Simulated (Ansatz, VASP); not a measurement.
# KCl in VASP and in Ansatz

INCAR

```
PREC = Accurate
ENCUT = 520
EDIFF = 1E-6
ISMEAR = 0
SIGMA = 0.01
LREAL = False
LASPH = True
NELM = 100
ALGO = Normal
ISIF = 2
LWAVE = False
LCHARG = False
GGA = PE
NBANDS = 15
```

KPOINTS

```
regular mesh
0
Gamma
  6 6 6
```

POSCAR

```
KCl
1.0
    0.0000000000      3.5072828304      3.5072828304
    3.5072828304      0.0000000000      3.5072828304
    3.5072828304      3.5072828304      0.0000000000
K Cl
1 1
Direct
    0.0000000000      0.0000000000      0.0000000000
    0.2500000000      0.2500000000      0.2500000000
```

Input for Ansatz:

```yaml
crystal:
  lattice:
    - [0.0, 3.5072828304, 3.5072828304]
    - [3.5072828304, 0.0, 3.5072828304]
    - [3.5072828304, 3.5072828304, 0.0]
  atoms:
    - { symbol: K, position: [0.0, 0.0, 0.0] }
    - { symbol: Cl, position: [0.25, 0.25, 0.25] }
kpoints:
  mp_grid: { grid: [6, 6, 6] }
hamiltonian:
  xc: pbe
scf:
  occupations: { method: fixed }
output:
  optics:
    e_range: [0, 20]
    de: 0.05
    sigma: 0.1
    bands: { spectra_wanted_up_to: 20 }
```

Alike in both runs: task single point; functional PBE; k mesh 6 × 6 × 6; no spin polarisation.

|  | VASP | Ansatz |
| --- | --- | --- |
| version | VASP 6.6.1 | Ansatz 0.2.0 |
| potentials or method | VASP PAW PBE potentials, release 64 (K_sv, Cl) | plane waves, PAW |
| plane-wave cutoff (eV) | 520 | 420 |
| occupations | gaussian, width 0.01 eV | fixed |
| valence electrons in the cell | 16 | 16 |

Ansatz gave:

| Item | Value |
| --- | --- |
| gap on the k mesh at the Fermi level (eV) | 4.78 |

Q: Estimate VASP's values.

A: gap on the k mesh at the Fermi level (eV): 4.77.
